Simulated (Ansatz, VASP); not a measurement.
HfNb2CN2 in VASP and in Ansatz

```
Hf Nb C N
1.0
     3.16704    0.00000    0.00000
     0.00000    3.16704    0.00000
     0.00000    0.00000    8.67359
Hf Nb C N
1 2 1 2
Direct
  0.50000 0.50000 0.00000
  0.50000 0.00000 0.79618
  0.00000 0.50000 0.20382
  0.00000 0.00000 0.00000
  0.50000 0.00000 0.33952
  0.00000 0.50000 0.66048
```

Change from the starting cell: species swapped into the Zr2SiTe2As type (P-4m2, No. 115).

Alike in both runs: task single point; functional PBE; k mesh 6 × 6 × 2; occupations gaussian, width 0.1 eV; collinear spin.

|  | VASP | Ansatz |
| --- | --- | --- |
| version | VASP 6.6.1 | Ansatz 0.2.0 |
| potentials or method | VASP PAW PBE potentials, release 64 (Hf_pv, Nb_sv, C, N), cutoff 520 eV | scalar-relativistic, plane waves, PAW |
| valence electrons in the cell | 50 | 66 |

|  | VASP | Ansatz | Ansatz less VASP |
| --- | --- | --- | --- |
| gap on the k mesh at the Fermi level (eV) | none | none | - |
| pressure (GPa) | 10.6 | 11.1 | +0.46 |
| traceless stress, the component that is largest in VASP (GPa) | 16.55 | 17.00 | +0.444 |
| rms of the force components (eV/Å) | 3.880 | 3.907 | +0.0279 |

Atom by atom the forces differ by 0.033 eV/Å (rms over components). A gap of «none» marks a metal or a gap that the smearing closes. With one functional, cell and mesh, what is left measures potentials, basis and numerics. VASP's potentials hold 50 valence electrons a cell and Ansatz's 66, so a difference there can come from the potentials and not from the codes. Ansatz's warnings: no starting moments.

The k mesh is coarse, so the values compare programs but aren't converged. Neither program's run includes spin-orbit coupling.
